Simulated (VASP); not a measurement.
# AlSi16 (a cell with a defect) in VASP: single point with PBE

Aim: the single point of AlSi16 (a cell with a defect) with PBE.

Everything below comes from runs of VASP 6.6.1. Logs are shortened: lines on timing, memory, paths and dates and some standing lists are left out, and cuts for length are marked.

**1. The cell of the first run**

The cell holds a defect, 17 atoms: a = 7.679 Å, b = 7.679 Å, c = 7.679 Å, α = 60.00°, β = 60.00°, γ = 60.00°.

**2. Single point, PBE, collinear spin**

The input, INCAR:

```
SYSTEM = AlSi16
PREC = Accurate
ENCUT = 520
EDIFF = 1E-7
ISMEAR = -1
SIGMA = 0.02
LREAL = Auto
LASPH = .True.
NELM = 150
ALGO = Normal
ISIF = 2
LWAVE = .False.
LCHARG = .True.
ISPIN = 2
MAGMOM = 0 0 0 0 0 0 0 0 0 0 0 0 0 0 0 0 1
LORBIT = 11
GGA = PE
LELF = .True.
LVHAR = .True.
NBANDS = 52
```

The input, KPOINTS:

```
Automatic mesh
0
Gamma
  2 2 2
  0 0 0
```

The input, POSCAR:

```
AlSi16
1.0
    0.0000000000      5.4300000000      5.4300000000
    5.4300000000      0.0000000000      5.4300000000
    5.4300000000      5.4300000000      0.0000000000
Si Al
16 1
Direct
   -0.0958287293     -0.1101012891      0.2261602210
    0.0989963168      0.3248158379      0.1065285451
   -0.0480847145      0.1054327808      0.4220257827
   -0.0544383057      0.1553959484      0.7183793738
   -0.1370165746      0.7302578269     -0.0153038674
    0.1773664825      0.5182504604      0.2197790055
   -0.0565745856      0.5443093923      0.5447145488
    0.1111418048      0.6944567219      0.6311233886
    0.3755156538      0.0152762431     -0.0096408840
    0.5879742173     -0.0272375691      0.1798895028
    0.3107734807      0.0547513812      0.5210497238
    0.5541712707      0.1284806630      0.6194567219
    0.5152117864      0.3790055249      0.0284346225
    0.5630662983      0.6521086556      0.1369705341
    0.4287384899      0.5153314917      0.4829189687
    0.5710497238      0.6236279926      0.6168508287
    0.9307366483      0.2856906077      0.9458747698
```

Potentials or basis: VASP PAW PBE potentials, release 64 (Si, Al).

On the command line:

```
cat potpaw_PBE.64/Si/POTCAR potpaw_PBE.64/Al/POTCAR > POTCAR
mpirun -np 1 vasp_std > vasp.out
```

OUTCAR:

```text
SYSTEM = AlSi16
   PREC = Accurate
   ENCUT = 520
   EDIFF = 1E-7
   ISMEAR = -1
   LREAL = Auto
   LASPH = .True.
   NELM = 150
   ISIF = 2
   ISPIN = 2
   LORBIT = 11
   GGA = PE

 ion  position               nearest neighbor table
   1  0.904  0.890  0.226-  10 2.35   7 2.56   6 2.57  17 2.75   5 2.88   3 2.96
   2  0.099  0.325  0.107-   3 2.25  17 2.37   6 2.46   9 2.48   5 2.64  13 3.15
   3  0.952  0.105  0.422-   2 2.25   4 2.46  12 2.60   8 2.66   1 2.96  11 3.01
   4  0.946  0.155  0.718-  17 2.35  11 2.35   3 2.46   7 2.59   5 3.06
   5  0.863  0.730  0.985-  14 2.24  10 2.42   8 2.48   2 2.64   1 2.88   6 3.04   4 3.06
   6  0.177  0.518  0.220-  13 2.24   7 2.27   2 2.46   1 2.57   5 3.04  11 3.09
   7  0.943  0.544  0.545-   6 2.27  16 2.42   8 2.56   1 2.56   4 2.59  17 2.69
   8  0.111  0.694  0.631-  15 2.14   5 2.48   7 2.56   3 2.66
   9  0.376  0.015  0.990-  12 2.36  14 2.36   2 2.48  10 2.50  17 3.08
  10  0.588  0.973  0.180-   1 2.35   5 2.42   9 2.50  11 2.55  13 2.58  14 2.75  16 3.06
  11  0.311  0.055  0.521-   4 2.35  10 2.55  12 2.70  16 2.81   3 3.01   6 3.09
  12  0.554  0.128  0.619-   9 2.36  15 2.43   3 2.60  11 2.70
  13  0.515  0.379  0.028-   6 2.24  10 2.58  16 2.69  17 2.69  14 2.84   2 3.15
  14  0.563  0.652  0.137-  15 2.19   5 2.24   9 2.36  10 2.75  13 2.84  17 3.18
  15  0.429  0.515  0.483-   8 2.14  14 2.19  16 2.41  12 2.43
  16  0.571  0.624  0.617-  15 2.41   7 2.42  13 2.69  11 2.81  10 3.06
  17  0.931  0.286  0.946-   4 2.35   2 2.37   7 2.69  13 2.69   1 2.75   9 3.08  14 3.18

  LATTYP: Found a face centered cubic cell.
 ALAT       =    10.8600000000

  Lattice vectors:

 A1 = (   0.0000000000,   5.4300000000,   5.4300000000)
 A2 = (   5.4300000000,   0.0000000000,   5.4300000000)
 A3 = (   5.4300000000,   5.4300000000,   0.0000000000)

Analysis of symmetry for initial positions (statically):
=====================================================================
 Subroutine PRICEL returns:
 Original cell was already a primitive cell.

 Routine SETGRP: Setting up the symmetry group for a
 face centered cubic supercell.

 Subroutine GETGRP returns: Found  1 space group operations
 (whereof  1 operations were pure point group operations)
 out of a pool of 48 trial point group operations.

The static configuration has the point symmetry C_1 .

Analysis of symmetry for dynamics (positions and initial velocities):
=====================================================================
 Subroutine PRICEL returns:
 Original cell was already a primitive cell.

 Routine SETGRP: Setting up the symmetry group for a
 face centered cubic supercell.

 Subroutine GETGRP returns: Found  1 space group operations
 (whereof  1 operations were pure point group operations)
 out of a pool of 48 trial point group operations.

The dynamic configuration has the point symmetry C_1 .

Analysis of structural, dynamic, and magnetic symmetry:
=====================================================================
 Subroutine PRICEL returns:
 Original cell was already a primitive cell.

 Routine SETGRP: Setting up the symmetry group for a
 face centered cubic supercell.

 Subroutine GETGRP returns: Found  1 space group operations
 (whereof  1 operations were pure point group operations)
 out of a pool of 48 trial point group operations.

The overall configuration has the point symmetry C_1 .

 Subroutine INISYM returns: Found  1 space group operations
 (whereof  1 operations are pure point group operations),
 and found     1 'primitive' translations

----------------------------------------------------------------------------------------

                                     Primitive cell

  volume of cell :     320.2060

  direct lattice vectors                    reciprocal lattice vectors
     0.000000000  5.430000000  5.430000000    -0.092081031  0.092081031  0.092081031
     5.430000000  0.000000000  5.430000000     0.092081031 -0.092081031  0.092081031
     5.430000000  5.430000000  0.000000000     0.092081031  0.092081031 -0.092081031

  length of vectors
     7.679179644  7.679179644  7.679179644     0.159489025  0.159489025  0.159489025

  position of ions in fractional coordinates (direct lattice)
[... 77 lines left out ...]
   dimension x,y,z NGX =    60 NGY =   60 NGZ =   60
   dimension x,y,z NGXF=   120 NGYF=  120 NGZF=  120
   ions per type =              16   1
   NGX,Y,Z   is equivalent  to a cutoff of  12.99, 12.99, 12.99 a.u.
   NGXF,Y,Z  is equivalent  to a cutoff of  25.98, 25.98, 25.98 a.u.
 SYSTEM =  AlSi16
   PREC   = accura    normal or accurate (medium, high low for compatibility)
   ISTART =      0    job   : 0-new  1-cont  2-samecut
   ICHARG =      2    charge: 1-file 2-atom 10-const
   ISPIN  =      2    spin polarized calculation?
   LNONCOLLINEAR =      F non collinear calculations
   LSORBIT =      F    spin-orbit coupling
   LASPH  =      T    aspherical Exc in radial PAW
   ENCUT  =  520.0 eV  38.22 Ry    6.18 a.u.  14.28 14.28 14.28*2*pi/ulx,y,z
   NELM   =    150;   NELMIN=  2; NELMDL= -5     # of ELM steps
   EDIFF  = 0.1E-06   stopping-criterion for ELM
   LREAL  =      T    real-space projection
   EDIFFG = 0.1E-05   stopping-criterion for IOM
   NSW    =      0    number of steps for IOM
   IBRION =     -1    ionic relax: 0-MD 1-quasi-New 2-CG
   NFREE  =      0    steps in history (QN), initial steepest desc. (CG)
   ISIF   =      2    stress and relaxation
   ISYM   =      2    0-nonsym 1-usesym 2-fastsym
   POTIM  = 0.5000    time-step for ionic-motion
   TEBEG  =    0.0;   TEEND  =   0.0 temperature during run
   PSTRESS=    0.0 pullay stress
   NELECT =      67.0000    total number of electrons
   NUPDOWN=      -1.0000    fix difference up-down
   EMIN   =  10.00;   EMAX   =-10.00  energy-range for DOS
   EFERMI =   0.00;   METHOD = LEGACY
   ISMEAR =    -1;   SIGMA  =   0.02  broadening in eV -4-tet -1-fermi 0-gaus
   EFERMI_NEDOS =   21; number of points for ismear=-14 and -15
   IALGO  =     38    algorithm
   IMIX   =      4    mixing-type and parameters
     AMIX     =   0.40;   BMIX     =  1.00
     AMIX_MAG =   1.60;   BMIX_MAG =  1.00
  volume/ion in A,a.u.               =      18.84       127.11
  Fermi-wavevector in a.u.,A,eV,Ry     =   0.971904  1.836632 12.852022  0.944597
  Thomas-Fermi vector in A             =   2.102159
   LORBIT       =     11    0 simple, 1 ext, 2 COOP (PROOUT), +10 PAW based schemes
   GGA     = PE    functional components
   LHFCALC =     F    Hartree Fock is set to
   AEXX    =    0.0000 exact exchange contribution
   IVDW    =     0    specifies the selected vdW correction
   LEPSILON=     F    determine dielectric tensor
   LRPA    =     F    only Hartree local field effects (RPA)
 spin polarized calculation
  energy-cutoff  :      520.00
  volume of cell :      320.21
 maximum number of plane-waves:      8646
 NGX is ok and might be reduce to    60
   NGX = 29   NGY = 29   NGZ = 29

 number of electron      66.9999999 magnetization       0.0001206

 Free energy of the ion-electron system (eV)
  ---------------------------------------------------
  ext. energy  EPLUGINS =         0.00000000
  ---------------------------------------------------
  free energy    TOTEN  =       -80.95741823 eV

  energy without entropy =      -80.94652536  energy(sigma->0) =      -80.95197180

 E-fermi :   6.6320     XC(G=0):  -9.8367

 val. band max:        6.6053822625   @ k =   0.5000   0.5000   0.5000
 cond. band min:       6.6424761263   @ k =   0.5000   0.0000   0.5000
 fundamental gap:      0.0370938638
 Fermi energy:         6.6320178847

 spin component 1

 k-point     1 :       0.0000    0.0000    0.0000
  band No.  band energies     occupation
      1      -5.9570      1.00000
      2      -3.8377      1.00000
      3      -3.3774      1.00000
      4      -3.1715      1.00000
      5      -2.8250      1.00000
      6      -2.5820      1.00000
[... 373 lines left out ...]
     44       9.8679      0.00000
     45      10.0805      0.00000
 Fermi energy:         6.6320178847

 spin component 2

 k-point     1 :       0.0000    0.0000    0.0000
  band No.  band energies     occupation
      1      -5.9570      1.00000
      2      -3.8377      1.00000
      3      -3.3774      1.00000
      4      -3.1715      1.00000
      5      -2.8250      1.00000
      6      -2.5820      1.00000
[... 373 lines left out ...]
     44       9.8679      0.00000
     45      10.0805      0.00000
 [bands above 45 left out]

------------------------ aborting loop because EDIFF is reached ----------------------------------------

  FORCE on cell =-STRESS in cart. coord.  units (eV):
  Direction    XX          YY          ZZ          XY          YZ          ZX
  --------------------------------------------------------------------------------------
  -------------------------------------------------------------------------------------
  Total        2.9446462     -2.5797046      0.3689505      3.0117174      0.6502050     -7.6153866
  in kB       14.7337814    -12.9077657      1.8460742     15.0693774      3.2533546    -38.1042182
  external PRESSURE =       1.2240300 kB  Pullay stress =       0.0000000 kB

 VOLUME and BASIS-vectors are now :
 -----------------------------------------------------------------------------
  energy-cutoff  :      520.00
  volume of cell :      320.21
      direct lattice vectors                 reciprocal lattice vectors
     0.000000000  5.430000000  5.430000000    -0.092081031  0.092081031  0.092081031
     5.430000000  0.000000000  5.430000000     0.092081031 -0.092081031  0.092081031
     5.430000000  5.430000000  0.000000000     0.092081031  0.092081031 -0.092081031

 POSITION                                       TOTAL-FORCE (eV/Angst)
 -----------------------------------------------------------------------------------
      6.06020      6.13770      9.74180        -0.257975      0.549945      0.633344
      2.34220      1.11600      2.30130         0.102732      0.265875      1.046151
      2.86410      7.46050      5.74140         0.017080      1.022016     -2.598242
      4.74460      9.03520      5.97820        -0.751385     -0.589787     -0.533979
      9.31220     10.03290      8.65130        -0.877676      1.101164      1.693873
      4.00750      2.15650      3.77720         0.331449     -1.038950     -0.465970
[... 9 lines left out ...]
      6.73580      6.45030      6.48710         0.747055      0.118224     -0.231862
      6.68740     10.19000      6.60520         0.767176     -0.042030     -0.578849
 -----------------------------------------------------------------------------------
    total drift:                               -0.002755     -0.006022     -0.003541

  FREE ENERGIE OF THE ION-ELECTRON SYSTEM (eV)
  ---------------------------------------------------
  free  energy   TOTEN  =       -80.9574182298 eV

  energy  without entropy=      -80.9465253621  energy(sigma->0) =      -80.95197180

 total charge

# of ion       s       p       d       tot
------------------------------------------
    1        0.844   0.732   0.000   1.576
    2        0.789   0.886   0.000   1.675
    3        0.786   0.803   0.000   1.589
    4        0.823   0.803   0.000   1.626
    5        0.814   0.799   0.000   1.613
    6        0.790   0.852   0.000   1.642
[... 9 lines left out ...]
   16        0.806   0.753   0.000   1.559
   17        0.454   0.341   0.000   0.795
--------------------------------------------------
tot         13.209  13.525   0.000  26.735

 magnetization (x)

# of ion       s       p       d       tot
------------------------------------------
    1        0.000   0.000   0.000   0.000
    2        0.000  -0.000   0.000  -0.000
    3        0.000  -0.000   0.000  -0.000
    4        0.000  -0.000   0.000  -0.000
    5        0.000   0.000   0.000   0.000
    6        0.000   0.000   0.000   0.000
[... 9 lines left out ...]
   16        0.000   0.000   0.000   0.000
   17        0.000   0.000   0.000   0.000
--------------------------------------------------
tot          0.000   0.000   0.000   0.000
```

Run time: 15 min. Hardware: 1 thread of Intel Xeon 8259CL, shared host; peak memory 0.71 GiB.

Results:

| Quantity | Value |
| --- | --- |
| Free energy | -80.9574 eV |
| Pressure | 0.1 GPa |
| Largest force | 3.807 eV/Å |
| Net moment | 0.00 μB per cell |
| Valence electrons inside the program's atomic spheres | Si 1.58, 1.68, 1.59, 1.63, 1.61, 1.64, 1.62, 1.56, 1.69, 1.74 (each value once); Al 0.80 |

Forces on the atoms (eV/Å):
```
Si  -0.258  0.550  0.633
Si   0.103  0.266  1.046
Si   0.017  1.022 -2.598
Si  -0.751 -0.590 -0.534
Si  -0.878  1.101  1.694
Si   0.331 -1.039 -0.466
Si   1.055  0.101 -0.193
Si   2.512 -2.684 -0.990
Si   0.282 -0.012  0.285
Si   1.288 -0.862 -0.264
Si  -1.066  1.561  0.899
Si  -0.379 -1.092  0.194
Si  -1.393  0.431  1.536
Si  -1.216 -1.772 -0.188
Si  -1.161  2.944 -0.245
Si   0.747  0.118 -0.232
Al   0.767 -0.042 -0.579
```

Stress tensor (GPa, compression positive):
```
 1.47  1.51 -3.81
 1.51 -1.29  0.33
-3.81  0.33  0.18
```

Levels at points of the mesh, in eV from the Fermi level:
Spin up:
```tsv
k point	band 31	band 32	band 33	band 34	band 35	band 36
(0.00, 0.00, 0.00)	-0.53	-0.39	-0.14	-0.06	0.09	0.31
(0.50, 0.00, 0.00)	-1.01	-0.87	-0.36	-0.26	0.38	0.83
(0.00, 0.50, 0.00)	-0.99	-0.78	-0.39	-0.03	0.07	0.61
(0.00, 0.00, 0.50)	-0.85	-0.66	-0.58	0.16	0.38	0.69
(0.50, 0.50, 0.50)	-1.02	-0.82	-0.24	-0.03	0.17	0.34
(0.50, 0.50, 0.00)	-0.94	-0.83	-0.30	0.08	0.38	0.76
(0.00, 0.50, 0.50)	-0.87	-0.59	-0.46	0.12	0.35	0.73
(0.50, 0.00, 0.50)	-1.23	-0.82	-0.09	0.01	0.12	0.79
```
Spin down:
```csv
k point,band 31,band 32,band 33,band 34,band 35,band 36
"(0.00, 0.00, 0.00)",-0.53,-0.39,-0.14,-0.06,0.09,0.31
"(0.50, 0.00, 0.00)",-1.01,-0.87,-0.36,-0.26,0.38,0.83
"(0.00, 0.50, 0.00)",-0.99,-0.78,-0.39,-0.03,0.07,0.61
"(0.00, 0.00, 0.50)",-0.85,-0.66,-0.58,0.16,0.38,0.69
"(0.50, 0.50, 0.50)",-1.02,-0.82,-0.24,-0.03,0.17,0.34
"(0.50, 0.50, 0.00)",-0.94,-0.83,-0.30,0.08,0.38,0.76
"(0.00, 0.50, 0.50)",-0.87,-0.59,-0.46,0.12,0.35,0.73
"(0.50, 0.00, 0.50)",-1.23,-0.82,-0.09,0.01,0.12,0.79
```

Caveat: the k points lie up to 0.50 Å⁻¹ apart; the atoms stand as in a frame of molecular dynamics.
